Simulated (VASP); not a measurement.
# GeSe3 (I4/mmm) in VASP: a series of runs

Runs on GeSe3. Level: PBE. Tasks: single point, relaxation of cell and atoms.

Everything below comes from runs of VASP 6.6.1. Logs are shortened: lines on timing, memory, paths and dates and some standing lists are left out, and cuts for length are marked.

## 1. The cell of the first run

It takes space group I4/mmm (No. 139, tetragonal). Conventional cell: a = 4.421 Å, b = 4.421 Å, c = 9.876 Å, α = 90.00°, β = 90.00°, γ = 90.00°. Within 4.1 Å of Ge (site symmetry 4/mmm) lie 12 Se at 3.13 to 3.31 Å. Within 4.1 Å of Se (site symmetry 4/mmm) lie 4 Ge at 3.13 Å and 8 Se at 3.31 Å. Se (site symmetry -4m2) has 8 Se at 3.13 to 3.31 Å and 4 Ge at 3.31 Å within 4.1 Å.

## 2. Single point, PBE

Contents of INCAR:

```
SYSTEM = GeSe3
PREC     = Accurate       ! precision mode
ENCUT    = 520            ! plane-wave cutoff, eV
EDIFF    = 1E-6           ! SCF threshold, eV
ISMEAR   = 0              ! smearing method
SIGMA    = 0.1            ! smearing width, eV
LREAL    = .False.        ! projectors in reciprocal space
LASPH    = .True.         ! aspherical terms in the spheres
NELM     = 100            ! most SCF steps
ALGO     = Normal         ! electronic algorithm
ISIF     = 2              ! what is computed and relaxed
LWAVE    = .False.        ! write WAVECAR
LCHARG   = .True.         ! write CHGCAR
GGA      = PE             ! functional
LELF     = .True.         ! ELF
LVHAR    = .True.       
NBANDS   = 24             ! bands
```

Contents of KPOINTS:

```
Automatic mesh
0
Gamma
  6 6 6
  0 0 0
```

Contents of POSCAR:

```
GeSe3
1.0
   -2.2106147201      2.2106147201      4.9379965177
    2.2106147201     -2.2106147201      4.9379965177
    2.2106147201      2.2106147201     -4.9379965177
Ge Se
1 3
Direct
    0.0000000000      0.0000000000      0.0000000000
    0.5000000000      0.5000000000      0.0000000000
    0.2500000000      0.7500000000      0.5000000000
    0.7500000000      0.2500000000      0.5000000000
```

Potentials or basis: VASP PAW PBE potentials, release 64 (Ge_d, Se).

Run with:

```sh
> cat potpaw_PBE.64/Ge_d/POTCAR potpaw_PBE.64/Se/POTCAR > POTCAR
> mpirun -np 1 vasp_std > vasp.out
```

OUTCAR:

```text
SYSTEM = GeSe3
   PREC = Accurate
   ENCUT = 520
   EDIFF = 1E-6
   ISMEAR = 0
   LREAL = .False.
   LASPH = .True.
   NELM = 100
   ISIF = 2
   GGA = PE

 ion  position               nearest neighbor table
   1  0.000  0.000  0.000-
   2  0.500  0.500  0.000-
   3  0.250  0.750  0.500-
   4  0.750  0.250  0.500-

  LATTYP: Found a body centered tetragonal cell.
 ALAT       =     4.4212294402
 C/A-ratio  =     2.2337662338

  Lattice vectors:

 A1 = (  -2.2106147201,   2.2106147201,   4.9379965177)
 A2 = (   2.2106147201,  -2.2106147201,   4.9379965177)
 A3 = (   2.2106147201,   2.2106147201,  -4.9379965177)

Analysis of symmetry for initial positions (statically):
=====================================================================
 Subroutine PRICEL returns:
 Original cell was already a primitive cell.

 Routine SETGRP: Setting up the symmetry group for a
 body centered tetragonal supercell.

 Subroutine GETGRP returns: Found 16 space group operations
 (whereof 16 operations were pure point group operations)
 out of a pool of 16 trial point group operations.

The static configuration has the point symmetry D_4h.

Analysis of symmetry for dynamics (positions and initial velocities):
=====================================================================
 Subroutine PRICEL returns:
 Original cell was already a primitive cell.

 Routine SETGRP: Setting up the symmetry group for a
 body centered tetragonal supercell.

 Subroutine GETGRP returns: Found 16 space group operations
 (whereof 16 operations were pure point group operations)
 out of a pool of 16 trial point group operations.

The dynamic configuration has the point symmetry D_4h.

 Subroutine INISYM returns: Found 16 space group operations
 (whereof 16 operations are pure point group operations),
 and found     1 'primitive' translations

----------------------------------------------------------------------------------------

                                     Primitive cell

  volume of cell :      96.5244

  direct lattice vectors                    reciprocal lattice vectors
    -2.210614720  2.210614720  4.937996518     0.000000000  0.226181431  0.101255640
     2.210614720 -2.210614720  4.937996518     0.226181431  0.000000000  0.101255640
     2.210614720  2.210614720 -4.937996518     0.226181431  0.226181431  0.000000000

  length of vectors
     5.844437055  5.844437055  5.844437055     0.247811913  0.247811913  0.319868847

  position of ions in fractional coordinates (direct lattice)
     0.000000000  0.000000000  0.000000000
     0.500000000  0.500000000  0.000000000
     0.250000000  0.750000000  0.500000000
     0.750000000  0.250000000  0.500000000

  ion indices of the primitive-cell ions
   primitive index   ion index
                 1           1
                 2           2
                 3           3
                 4           4

----------------------------------------------------------------------------------------

 KPOINTS: Automatic mesh

Automatic generation of k-mesh.
 Grid dimensions read from file:
 generate k-points for:    6    6    6

 Generating k-lattice:

  Cartesian coordinates                     Fractional coordinates (reciprocal lattice)
     0.000000000  0.037696905  0.016875940     0.166666667  0.000000000 -0.000000000
     0.037696905  0.000000000  0.016875940     0.000000000  0.166666667 -0.000000000
     0.037696905  0.037696905  0.000000000     0.000000000  0.000000000  0.166666667

  Length of vectors
     0.041301986  0.041301986  0.053311474

  Shift w.r.t. Gamma in fractional coordinates (k-lattice)
     0.000000000  0.000000000  0.000000000

 Subroutine IBZKPT returns following result:
 ===========================================

 Found     30 irreducible k-points:

 Following reciprocal coordinates:
            Coordinates               Weight
  0.000000  0.000000  0.000000      1.000000
  0.166667  0.000000 -0.000000      8.000000
  0.333333  0.000000  0.000000      8.000000
  0.500000 -0.000000  0.000000      4.000000
  0.166667  0.166667  0.000000      8.000000
  0.333333  0.166667 -0.000000     16.000000
[... 16 lines left out ...]
 -0.333333 -0.333333  0.166667      8.000000
 -0.166667 -0.333333  0.166667      8.000000
 [... further k-points ...]
   k-points           NKPTS =     30   k-points in BZ     NKDIM =     30   number of bands    NBANDS=     24
   number of dos      NEDOS =    301   number of ions     NIONS =      4
   total plane-waves  NPLWV = 110592
   dimension x,y,z NGX =    48 NGY =   48 NGZ =   48
   dimension x,y,z NGXF=    96 NGYF=   96 NGZF=   96
   ions per type =               1   3
   NGX,Y,Z   is equivalent  to a cutoff of  13.65, 13.65, 13.65 a.u.
   NGXF,Y,Z  is equivalent  to a cutoff of  27.31, 27.31, 27.31 a.u.
 SYSTEM =  GeSe3
   PREC   = accura    normal or accurate (medium, high low for compatibility)
   ISTART =      0    job   : 0-new  1-cont  2-samecut
   ICHARG =      2    charge: 1-file 2-atom 10-const
   ISPIN  =      1    spin polarized calculation?
   LNONCOLLINEAR =      F non collinear calculations
   LSORBIT =      F    spin-orbit coupling
   LASPH  =      T    aspherical Exc in radial PAW
   ENCUT  =  520.0 eV  38.22 Ry    6.18 a.u.  10.87 10.87 10.87*2*pi/ulx,y,z
   NELM   =    100;   NELMIN=  2; NELMDL= -5     # of ELM steps
   EDIFF  = 0.1E-05   stopping-criterion for ELM
   LREAL  =      F    real-space projection
   EDIFFG = 0.1E-04   stopping-criterion for IOM
   NSW    =      0    number of steps for IOM
   IBRION =     -1    ionic relax: 0-MD 1-quasi-New 2-CG
   NFREE  =      0    steps in history (QN), initial steepest desc. (CG)
   ISIF   =      2    stress and relaxation
   ISYM   =      2    0-nonsym 1-usesym 2-fastsym
   POTIM  = 0.5000    time-step for ionic-motion
   TEBEG  =    0.0;   TEEND  =   0.0 temperature during run
   PSTRESS=    0.0 pullay stress
   NELECT =      32.0000    total number of electrons
   NUPDOWN=      -1.0000    fix difference up-down
   EMIN   =  10.00;   EMAX   =-10.00  energy-range for DOS
   EFERMI =   0.00;   METHOD = LEGACY
   ISMEAR =     0;   SIGMA  =   0.10  broadening in eV -4-tet -1-fermi 0-gaus
   EFERMI_NEDOS =   21; number of points for ismear=-14 and -15
   IALGO  =     38    algorithm
   IMIX   =      4    mixing-type and parameters
     AMIX     =   0.40;   BMIX     =  1.00
     AMIX_MAG =   1.60;   BMIX_MAG =  1.00
  volume/ion in A,a.u.               =      24.13       162.84
  Fermi-wavevector in a.u.,A,eV,Ry     =   1.133042  2.141138 17.466932  1.283783
  Thomas-Fermi vector in A             =   2.269744
   LORBIT       =      0    0 simple, 1 ext, 2 COOP (PROOUT), +10 PAW based schemes
   GGA     = PE    functional components
   LHFCALC =     F    Hartree Fock is set to
   AEXX    =    0.0000 exact exchange contribution
   IVDW    =     0    specifies the selected vdW correction
   LEPSILON=     F    determine dielectric tensor
   LRPA    =     F    only Hartree local field effects (RPA)
 non-spin polarized calculation
 Gauss-broadening in eV      SIGMA  =   0.10
  energy-cutoff  :      520.00
  volume of cell :       96.52
 maximum number of plane-waves:      2622
 NGX is ok and might be reduce to    48
   NGX = 21   NGY = 21   NGZ = 21

 number of electron      32.0000002 magnetization

 Free energy of the ion-electron system (eV)
  ---------------------------------------------------
  ext. energy  EPLUGINS =         0.00000000
  ---------------------------------------------------
  free energy    TOTEN  =       -12.99659682 eV

  energy without entropy =      -12.98182859  energy(sigma->0) =      -12.98921270

 E-fermi :   3.8274     XC(G=0):  -9.8670

 val. band max:        3.8034486833   @ k =   0.1667   0.0000  -0.0000
 cond. band min:       3.8281777159   @ k =  -0.1667  -0.3333   0.1667
 fundamental gap:      0.0247290326
 Fermi energy:         3.8273569551

 k-point     1 :       0.0000    0.0000    0.0000
  band No.  band energies     occupation
      1     -21.4646      2.00000
      2     -21.4576      2.00000
      3     -21.4576      2.00000
      4     -21.4405      2.00000
      5     -21.4388      2.00000
      6     -10.5405      2.00000
[... 16 lines left out ...]
     23      10.7734      0.00000
     24      11.6380      0.00000

 k-point     2 :       0.1667    0.0000   -0.0000
  band No.  band energies     occupation
      1     -21.4645      2.00000
      2     -21.4578      2.00000
      3     -21.4576      2.00000
      4     -21.4402      2.00000
      5     -21.4390      2.00000
      6     -10.3646      2.00000
[... 16 lines left out ...]
     23      11.0624      0.00000
     24      11.8658      0.00000

 k-point     3 :       0.3333    0.0000    0.0000
  band No.  band energies     occupation
      1     -21.4642      2.00000
      2     -21.4580      2.00000
      3     -21.4576      2.00000
      4     -21.4397      2.00000
      5     -21.4393      2.00000
      6      -9.8670      2.00000
[... 16 lines left out ...]
     23      12.2406      0.00000
     24      13.0291      0.00000

 k-point     4 :       0.5000   -0.0000    0.0000
  band No.  band energies     occupation
      1     -21.4641      2.00000
      2     -21.4581      2.00000
      3     -21.4576      2.00000
      4     -21.4394      2.00000
      5     -21.4394      2.00000
      6      -9.2821      2.00000
[... 16 lines left out ...]
     23      12.9070      0.00000
     24      13.1303      0.00000

 k-point     5 :       0.1667    0.1667    0.0000
  band No.  band energies     occupation
      1     -21.4643      2.00000
      2     -21.4578      2.00000
      3     -21.4577      2.00000
      4     -21.4399      2.00000
      5     -21.4391      2.00000
      6     -10.1455      2.00000
[... 451 lines left out ...]
 k-point    22 :      -0.1667    0.5000    0.1667
  band No.  band energies     occupation
      1     -21.4642      2.00000
      2     -21.4580      2.00000
      3     -21.4576      2.00000
      4     -21.4397      2.00000
      5     -21.4393      2.00000
      6      -9.6181      2.00000
[... 16 lines left out ...]
     23      11.2218      0.00000
     24      11.4830      0.00000

 k-point    23 :      -0.3333   -0.3333    0.1667
  band No.  band energies     occupation
      1     -21.4643      2.00000
      2     -21.4577      2.00000
      3     -21.4577      2.00000
      4     -21.4400      2.00000
      5     -21.4391      2.00000
      6      -9.8812      2.00000
[... 16 lines left out ...]
     23       9.9816      0.00000
     24      11.4839      0.00000

 k-point    24 :      -0.1667   -0.3333    0.1667
  band No.  band energies     occupation
      1     -21.4645      2.00000
      2     -21.4577      2.00000
      3     -21.4576      2.00000
      4     -21.4402      2.00000
      5     -21.4390      2.00000
      6     -10.1666      2.00000
[... 16 lines left out ...]
     23      10.5856      0.00000
     24      11.4079      0.00000

 [... further k-points ...]
[... 5 lines left out ...]
  --------------------------------------------------------------------------------------
  -------------------------------------------------------------------------------------
  Total       -5.4061272     -5.4061272     -1.1738283      0.0000000     -0.0000000      0.0000000
  in kB      -89.7346044    -89.7346044    -19.4840072      0.0000000     -0.0000000      0.0000000
  external PRESSURE =     -66.3177387 kB  Pullay stress =       0.0000000 kB

 VOLUME and BASIS-vectors are now :
 -----------------------------------------------------------------------------
  energy-cutoff  :      520.00
  volume of cell :       96.52
      direct lattice vectors                 reciprocal lattice vectors
    -2.210614720  2.210614720  4.937996518     0.000000000  0.226181431  0.101255640
     2.210614720 -2.210614720  4.937996518     0.226181431  0.000000000  0.101255640
     2.210614720  2.210614720 -4.937996518     0.226181431  0.226181431  0.000000000

 POSITION                                       TOTAL-FORCE (eV/Angst)
 -----------------------------------------------------------------------------------
      0.00000      0.00000      0.00000        -0.000000      0.000000     -0.000000
      0.00000      0.00000      4.93800        -0.000000      0.000000     -0.000000
      2.21061      0.00000      2.46900         0.000000      0.000000      0.000000
      0.00000      2.21061      2.46900         0.000000     -0.000000      0.000000
 -----------------------------------------------------------------------------------
    total drift:                                0.000000     -0.000000      0.000000

  FREE ENERGIE OF THE ION-ELECTRON SYSTEM (eV)
  ---------------------------------------------------
  free  energy   TOTEN  =       -12.9965968183 eV

  energy  without entropy=      -12.9818285912  energy(sigma->0) =      -12.98921270
```

Run time: 56 s. Hardware: 1 thread of Intel Xeon 6975P-C (Granite Rapids), shared host; peak memory 0.34 GiB.

Results:

| Quantity | Value |
| --- | --- |
| Free energy | -12.9966 eV |
| Pressure | -6.6 GPa |
| Band gap on the k mesh | zero (bands 16 and 17 overlap by 1.49 eV) |

Stress tensor (GPa, compression positive):
```
-8.97  0.00  0.00
 0.00 -8.97  0.00
 0.00  0.00 -1.95
```

Caveat: the cell stands under tension.

(Continued in part 2 of 3.)
